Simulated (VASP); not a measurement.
# Al (P6_3/mmc) in VASP: further runs

Al is run at these levels: r2SCAN; tasks: single point.

Everything below comes from runs of VASP 6.6.1. Logs are shortened: lines on timing, memory, paths and dates and some standing lists are left out, and cuts for length are marked.

## (1) The cell of the first run

Symmetry: P6_3/mmc, No. 194, hexagonal system. The conventional cell has a = 2.827 Å, b = 2.827 Å, c = 9.186 Å, α = 90.00°, β = 90.00°, γ = 120.00°. Within 3.7 Å of Al (site symmetry -3m) lie 12 Al at 2.82 to 2.83 Å. Al (site symmetry -6m2) has 12 Al at 2.82 to 2.83 Å within 3.7 Å.

## (2) Single point, r2SCAN

File POSCAR:

```
Al
1.0
    2.8270770242      0.0000000000      0.0000000000
   -1.4135385121      2.4483205214      0.0000000000
    0.0000000000      0.0000000000      9.1859930700
Al
4
Direct
    0.0000000000      0.0000000000      0.0000000000
    0.3333333300      0.6666666700      0.2500000000
    0.0000000000      0.0000000000      0.5000000000
    0.6666666700      0.3333333300      0.7500000000
```

File INCAR.step1:

```
SYSTEM = Al
ALGO = Normal
EDIFF = 1E-4
ENCUT = 520
GGA = PE
ISMEAR = 0
LASPH = .TRUE.
LCHARG = .FALSE.
LREAL = .FALSE.
LWAVE = .TRUE.
NBANDS = 14
NELM = 60
PREC = Accurate
SIGMA = 0.1
```

File INCAR.step2:

```
SYSTEM = Al
ALGO = Normal
EDIFF = 1E-6
ENCUT = 520
ISIF = 2
ISMEAR = 0
ISTART = 1
LASPH = .TRUE.
LCHARG = .FALSE.
LMIXTAU = .TRUE.
LREAL = .FALSE.
LWAVE = .FALSE.
METAGGA = R2SCAN
NBANDS = 14
NELM = 60
PREC = Accurate
SIGMA = 0.1
```

File KPOINTS:

```
k-points
0
G
  6 6 2
  0 0 0
```

Potentials or basis: VASP PAW PBE potentials, release 64 (Al).

Started as:

```sh
> cat potpaw_PBE.64/Al/POTCAR > POTCAR
> cp INCAR.step1 INCAR
> mpirun -np 1 vasp_std > vasp.out
> cp INCAR.step2 INCAR
> mpirun -np 1 vasp_std > vasp.out
```

OUTCAR:

```text
SYSTEM = Al
   EDIFF = 1E-6
   ENCUT = 520
   ISIF = 2
   ISMEAR = 0
   ISTART = 1
   LASPH = .TRUE.
   LREAL = .FALSE.
   METAGGA = R2SCAN
   NELM = 60
   PREC = Accurate

 ion  position               nearest neighbor table
   1  0.000  0.000  0.000-   2 2.82   4 2.82   2 2.82   4 2.82   4 2.82   2 2.82
   2  0.333  0.667  0.250-   1 2.82   3 2.82   1 2.82   3 2.82   1 2.82   3 2.82
   3  0.000  0.000  0.500-   2 2.82   4 2.82   2 2.82   4 2.82   4 2.82   2 2.82
   4  0.667  0.333  0.750-   1 2.82   3 2.82   1 2.82   3 2.82   1 2.82   3 2.82

  LATTYP: Found a hexagonal cell.
 ALAT       =     2.8270770242
 C/A-ratio  =     3.2492899880

  Lattice vectors:

 A1 = (   2.8270770242,   0.0000000000,   0.0000000000)
 A2 = (  -1.4135385121,   2.4483205214,   0.0000000000)
 A3 = (   0.0000000000,   0.0000000000,   9.1859930700)

Analysis of symmetry for initial positions (statically):
=====================================================================
 Subroutine PRICEL returns:
 Original cell was already a primitive cell.

 Routine SETGRP: Setting up the symmetry group for a
 hexagonal supercell.

 Subroutine GETGRP returns: Found 24 space group operations
 (whereof 12 operations were pure point group operations)
 out of a pool of 24 trial point group operations.

The static configuration has the point symmetry D_3d.
 The point group associated with its full space group is D_6h.

Analysis of symmetry for dynamics (positions and initial velocities):
=====================================================================
 Subroutine PRICEL returns:
 Original cell was already a primitive cell.

 Routine SETGRP: Setting up the symmetry group for a
 hexagonal supercell.

 Subroutine GETGRP returns: Found 24 space group operations
 (whereof 12 operations were pure point group operations)
 out of a pool of 24 trial point group operations.

The dynamic configuration has the point symmetry D_3d.
 The point group associated with its full space group is D_6h.

 Subroutine INISYM returns: Found 24 space group operations
 (whereof 12 operations are pure point group operations),
 and found     1 'primitive' translations

----------------------------------------------------------------------------------------

                                     Primitive cell

  volume of cell :      63.5817

  direct lattice vectors                    reciprocal lattice vectors
     2.827077024  0.000000000  0.000000000     0.353722234  0.204221627  0.000000000
    -1.413538512  2.448320521  0.000000000     0.000000000  0.408443254  0.000000000
     0.000000000  0.000000000  9.185993070     0.000000000  0.000000000  0.108861393

  length of vectors
     2.827077024  2.827077024  9.185993070     0.408443254  0.408443254  0.108861393

  position of ions in fractional coordinates (direct lattice)
     0.000000000  0.000000000  0.000000000
     0.333333330  0.666666670  0.250000000
     0.000000000  0.000000000  0.500000000
     0.666666670  0.333333330  0.750000000

  ion indices of the primitive-cell ions
   primitive index   ion index
                 1           1
                 2           2
                 3           3
                 4           4

----------------------------------------------------------------------------------------

 KPOINTS: k-points

Automatic generation of k-mesh.
 Grid dimensions read from file:
 generate k-points for:    6    6    2

 Generating k-lattice:

  Cartesian coordinates                     Fractional coordinates (reciprocal lattice)
     0.058953706  0.034036938  0.000000000     0.166666667 -0.000000000  0.000000000
     0.000000000  0.068073876  0.000000000     0.000000000  0.166666667  0.000000000
     0.000000000  0.000000000  0.054430696     0.000000000  0.000000000  0.500000000

  Length of vectors
     0.068073876  0.068073876  0.054430696

  Shift w.r.t. Gamma in fractional coordinates (k-lattice)
     0.000000000  0.000000000  0.000000000

 Subroutine IBZKPT returns following result:
 ===========================================

 Found     14 irreducible k-points:

 Following reciprocal coordinates:
            Coordinates               Weight
  0.000000  0.000000  0.000000      1.000000
  0.166667  0.000000  0.000000      6.000000
  0.333333  0.000000  0.000000      6.000000
  0.500000  0.000000  0.000000      3.000000
  0.166667  0.166667  0.000000      6.000000
  0.333333  0.166667  0.000000     12.000000
  0.333333  0.333333  0.000000      2.000000
  0.000000  0.000000  0.500000      1.000000
  0.166667  0.000000  0.500000      6.000000
  0.333333  0.000000  0.500000      6.000000
  0.500000  0.000000  0.500000      3.000000
  0.166667  0.166667  0.500000      6.000000
  0.333333  0.166667  0.500000     12.000000
  0.333333  0.333333  0.500000      2.000000
   k-points           NKPTS =     14   k-points in BZ     NKDIM =     14   number of bands    NBANDS=     14
   number of dos      NEDOS =    301   number of ions     NIONS =      4
   total plane-waves  NPLWV =  40320
   dimension x,y,z NGX =    24 NGY =   24 NGZ =   70
   dimension x,y,z NGXF=    48 NGYF=   48 NGZF=  140
   ions per type =               4
   NGX,Y,Z   is equivalent  to a cutoff of  14.11, 14.11, 12.67 a.u.
   NGXF,Y,Z  is equivalent  to a cutoff of  28.23, 28.23, 25.34 a.u.
 SYSTEM =  Al
   PREC   = accura    normal or accurate (medium, high low for compatibility)
   ISTART =      1    job   : 0-new  1-cont  2-samecut
   ICHARG =      0    charge: 1-file 2-atom 10-const
   ISPIN  =      1    spin polarized calculation?
   LNONCOLLINEAR =      F non collinear calculations
   LSORBIT =      F    spin-orbit coupling
   LASPH  =      T    aspherical Exc in radial PAW
   ENCUT  =  520.0 eV  38.22 Ry    6.18 a.u.   5.26  5.26 17.08*2*pi/ulx,y,z
   NELM   =     60;   NELMIN=  2; NELMDL=  0     # of ELM steps
   EDIFF  = 0.1E-05   stopping-criterion for ELM
   LREAL  =      F    real-space projection
   EDIFFG = 0.1E-04   stopping-criterion for IOM
   NSW    =      0    number of steps for IOM
   IBRION =     -1    ionic relax: 0-MD 1-quasi-New 2-CG
   NFREE  =      0    steps in history (QN), initial steepest desc. (CG)
   ISIF   =      2    stress and relaxation
   ISYM   =      2    0-nonsym 1-usesym 2-fastsym
   POTIM  = 0.5000    time-step for ionic-motion
   TEBEG  =    0.0;   TEEND  =   0.0 temperature during run
   PSTRESS=    0.0 pullay stress
   NELECT =      12.0000    total number of electrons
   NUPDOWN=      -1.0000    fix difference up-down
   EMIN   =  10.00;   EMAX   =-10.00  energy-range for DOS
   EFERMI =   0.00;   METHOD = LEGACY
   ISMEAR =     0;   SIGMA  =   0.10  broadening in eV -4-tet -1-fermi 0-gaus
   EFERMI_NEDOS =   21; number of points for ismear=-14 and -15
   IALGO  =     38    algorithm
   IMIX   =      4    mixing-type and parameters
     AMIX     =   0.40;   BMIX     =  1.00
     AMIX_MAG =   1.60;   BMIX_MAG =  1.00
  volume/ion in A,a.u.               =      15.90       107.27
  Fermi-wavevector in a.u.,A,eV,Ry     =   0.939055  1.774557 11.997959  0.881825
  Thomas-Fermi vector in A             =   2.066329
   LORBIT       =      0    0 simple, 1 ext, 2 COOP (PROOUT), +10 PAW based schemes
   METAGGA = R2SCAN    functional components
   LHFCALC =     F    Hartree Fock is set to
   AEXX    =    0.0000 exact exchange contribution
   IVDW    =     0    specifies the selected vdW correction
   LEPSILON=     F    determine dielectric tensor
   LRPA    =     F    only Hartree local field effects (RPA)
 non-spin polarized calculation
 Gauss-broadening in eV      SIGMA  =   0.10
  energy-cutoff  :      520.00
  volume of cell :       63.58
 maximum number of plane-waves:      1732
 NGX is ok and might be reduce to    24
   NGX = 11   NGY = 11   NGZ = 35

 number of electron      12.0000000 magnetization

 Free energy of the ion-electron system (eV)
  ---------------------------------------------------
  ext. energy  EPLUGINS =         0.00000000
  ---------------------------------------------------
  free energy    TOTEN  =       -26.93956462 eV

  energy without entropy =      -26.92996276  energy(sigma->0) =      -26.93476369

 E-fermi :   8.2657     XC(G=0): -11.0510

 val. band max:        8.2000339284   @ k =   0.1667   0.0000   0.5000
 cond. band min:       8.5770937240   @ k =   0.3333   0.1667   0.0000
 fundamental gap:      0.3770597955
 Fermi energy:         8.2656782931

 k-point     1 :       0.0000    0.0000    0.0000
  band No.  band energies     occupation
      1      -3.7008      2.00000
      2      -1.8515      2.00000
      3      -1.8466      2.00000
      4       3.2971      2.00000
      5       3.8773      2.00000
      6      12.2524      0.00000
      7      12.2557      0.00000
      8      20.0351      0.00000
      9      20.0351      0.00000
     10      20.1434      0.00000
     11      20.1434      0.00000
     12      21.1108      0.00000
     13      21.1108      0.00000
     14      21.2560      0.00000

 k-point     2 :       0.1667    0.0000    0.0000
  band No.  band energies     occupation
      1      -2.9739      2.00000
      2      -1.1345      2.00000
      3      -1.1292      2.00000
      4       3.9739      2.00000
      5       4.5696      2.00000
      6      12.6122      0.00000
      7      12.7790      0.00000
      8      14.0770      0.00000
      9      15.3548      0.00000
     10      15.5350      0.00000
     11      16.9995      0.00000
     12      18.3981      0.00000
     13      18.5677      0.00000
     14      18.5729      0.00000

 k-point     3 :       0.3333    0.0000    0.0000
  band No.  band energies     occupation
      1      -0.8159      2.00000
      2       0.9908      2.00000
      3       0.9983      2.00000
      4       5.9938      2.00000
      5       6.3109      2.00000
      6       7.9304      2.00000
      7       9.3332      0.00000
      8       9.4658      0.00000
      9      14.1656      0.00000
     10      14.3786      0.00000
     11      14.7123      0.00000
     12      14.8407      0.00000
     13      15.1510      0.00000
     14      16.7310      0.00000

 k-point     4 :       0.5000    0.0000    0.0000
  band No.  band energies     occupation
      1       2.6827      2.00000
      2       2.7074      2.00000
      3       4.0791      2.00000
      4       4.1005      2.00000
      5       4.9204      2.00000
      6       4.9340      2.00000
      7       9.2350      0.00000
      8       9.6519      0.00000
      9      10.0102      0.00000
     10      10.3606      0.00000
     11      14.5366      0.00000
     12      15.7120      0.00000
     13      16.1154      0.00000
     14      16.1155      0.00000

 k-point     5 :       0.1667    0.1667    0.0000
  band No.  band energies     occupation
      1      -1.5314      2.00000
      2       0.2872      2.00000
      3       0.2936      2.00000
      4       5.3252      2.00000
      5       5.8833      2.00000
      6      10.8068      0.00000
      7      11.1805      0.00000
      8      12.2503      0.00000
      9      12.2740      0.00000
     10      12.6601      0.00000
     11      13.3890      0.00000
[... 106 lines left out ...]
 k-point    12 :       0.1667    0.1667    0.5000
  band No.  band energies     occupation
      1      -1.0735      2.00000
      2      -1.0735      2.00000
      3       2.5286      2.00000
      4       2.5286      2.00000
      5       9.3017      0.00000
      6       9.3017      0.00000
      7      11.2776      0.00000
      8      11.2776      0.00000
      9      11.9371      0.00000
     10      11.9371      0.00000
     11      14.6802      0.00000
     12      14.6802      0.00000
     13      15.3118      0.00000
     14      15.3118      0.00000

 k-point    13 :       0.3333    0.1667    0.5000
  band No.  band energies     occupation
      1       1.7527      2.00000
      2       1.7527      2.00000
      3       5.0777      2.00000
      4       5.0777      2.00000
      5       6.1433      2.00000
      6       6.1433      2.00000
      7       9.2352      0.00000
      8       9.2352      0.00000
      9      10.2040      0.00000
     10      10.2040      0.00000
     11      12.6624      0.00000
     12      12.6624      0.00000
     13      13.7902      0.00000
     14      13.7902      0.00000

 k-point    14 :       0.3333    0.3333    0.5000
  band No.  band energies     occupation
      1       5.0872      2.00000
      2       5.0872      2.00000
      3       5.0925      2.00000
      4       5.0925      2.00000
      5       5.3138      2.00000
      6       5.3138      2.00000
      7       8.1436      1.91579
      8       8.1436      1.91579
      9       9.0367      0.00000
     10       9.0367      0.00000
     11       9.6982      0.00000
     12       9.6982      0.00000
     13      15.1601      0.00000
     14      15.1601      0.00000

------------------------ aborting loop because EDIFF is reached ----------------------------------------

  FORCE on cell =-STRESS in cart. coord.  units (eV):
  Direction    XX          YY          ZZ          XY          YZ          ZX
  --------------------------------------------------------------------------------------
  -------------------------------------------------------------------------------------
  Total       -0.1254363     -0.1254363      0.7305251      0.0000000      0.0000000      0.0000000
  in kB       -3.1608339     -3.1608339     18.4082998      0.0000000      0.0000000      0.0000000
  external PRESSURE =       4.0288773 kB  Pullay stress =       0.0000000 kB

 VOLUME and BASIS-vectors are now :
 -----------------------------------------------------------------------------
  energy-cutoff  :      520.00
  volume of cell :       63.58
      direct lattice vectors                 reciprocal lattice vectors
     2.827077024  0.000000000  0.000000000     0.353722234  0.204221627  0.000000000
    -1.413538512  2.448320521  0.000000000     0.000000000  0.408443254  0.000000000
     0.000000000  0.000000000  9.185993070     0.000000000  0.000000000  0.108861393

 POSITION                                       TOTAL-FORCE (eV/Angst)
 -----------------------------------------------------------------------------------
      0.00000      0.00000      0.00000         0.000000      0.000000     -0.000000
     -0.00000      1.63221      2.29650        -0.000000      0.000000     -0.000000
      0.00000      0.00000      4.59300         0.000000      0.000000     -0.000000
      1.41354      0.81611      6.88949         0.000000     -0.000000      0.000000
 -----------------------------------------------------------------------------------
    total drift:                               -0.000000     -0.000000     -0.000000

  FREE ENERGIE OF THE ION-ELECTRON SYSTEM (eV)
  ---------------------------------------------------
  free  energy   TOTEN  =       -26.9395646224 eV

  energy  without entropy=      -26.9299627555  energy(sigma->0) =      -26.93476369
```

Run time: 25 s. Hardware: 1 thread of Intel Xeon 6975P-C (Granite Rapids), shared host; peak memory 0.19 GiB.

What came out:

```
Free energy            : -26.9396 eV
Pressure               : 0.4 GPa
Band gap on the k mesh : zero (band 6 reaches 12.61 eV, above the bottom of band 7 at 6.98 eV)
```

Caveat: the k points lie up to 0.43 Å⁻¹ apart; the PAW data sets were made with another functional, which shifts forces and pressure a little.

[end of part 1 of 2]
